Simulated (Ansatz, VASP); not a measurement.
## NbSi: VASP beside Ansatz

Contents of POSCAR:

```
NbSi
1.0
    3.1564400000      0.0000000000      0.0000000000
    0.0000000000      3.1564400000      0.0000000000
    0.0000000000      0.0000000000      3.1564400000
Nb Si
1 1
Direct
    0.0000000000      0.0000000000      0.0000000000
    0.5000000000      0.5000000000      0.5000000000
```

INCAR.step1

```
SYSTEM = NbSi
PREC = Accurate
ENCUT = 600
EDIFF = 1E-5
ISMEAR = -1
SIGMA = 0.05
LREAL = .FALSE.
LASPH = .TRUE.
NELM = 60
ALGO = Normal
LWAVE = .TRUE.
LCHARG = .FALSE.
GGA = PE
NBANDS = 16
```

INCAR.step2

```
SYSTEM = NbSi
PREC = Accurate
ENCUT = 600
EDIFF = 1E-7
ISMEAR = -1
SIGMA = 0.05
LREAL = .FALSE.
LASPH = .TRUE.
NELM = 60
ALGO = Normal
ISIF = 3
LWAVE = .FALSE.
LCHARG = .FALSE.
GGA = PE
LHFCALC = .TRUE.
HFSCREEN = 0.2079
PRECFOCK = Normal
IBRION = 2
NSW = 60
EDIFFG = -0.01
ISTART = 1
```

The input KPOINTS:

```
regular mesh
0
G
  4 4 4
  0 0 0
```

Contents of input:

```
crystal:
  lattice:
    - [3.15644, 0.0, 0.0]
    - [0.0, 3.15644, 0.0]
    - [0.0, 0.0, 3.15644]
  atoms:
    - { symbol: Nb, position: [0.0, 0.0, 0.0] }
    - { symbol: Si, position: [0.5, 0.5, 0.5] }
hamiltonian:
  xc: hse06
  pseudopotentials: { kind: paw }
kpoints:
  mp_grid: { grid: [4, 4, 4] }
scf:
  occupations: { method: fermi_dirac, width: 0.05 }
output:
  forces: true
  stress: true
  eigenvalues: true
  write_density: true
  write_potential: true
  elf: true
  volumetric_format: npy
relax:
  f_tol: 0.01
  max_steps: 40
  cell: { stress_tol: 0.05 }
```

Alike in both runs: task relaxation of cell and atoms; functional HSE06; k mesh 4 × 4 × 4; occupations fermi-dirac, width 0.05 eV; no spin polarisation.

|  | VASP | Ansatz |
| --- | --- | --- |
| version | VASP 6.6.1 | Ansatz 0.2.0 |
| potentials or method | VASP PAW PBE potentials, release 64 (Nb_sv, Si) | Ansatz PAW |
| plane-wave cutoff (eV) | 600 | 420 |
| valence electrons in the cell | 17 | 17 |

VASP gave:

* gap on the k mesh at the Fermi level, each at its own relaxed structure (eV): none
* relaxed volume (Å³/atom): 15.59
* relaxed cell length with the largest relative difference (Å): 3.147

Which values does Ansatz return?

gap on the k mesh at the Fermi level, each at its own relaxed structure (eV): none; relaxed volume (Å³/atom): 15.63; relaxed cell length with the largest relative difference (Å): 3.150.

A gap of «none» marks a metal or a gap that the smearing closes.

The k mesh is coarse, so the values compare programs but aren't converged. Noted on Ansatz's run: the plane-wave basis is chosen anew once the cell has moved, so the energies of steps on either side of that aren't comparable.
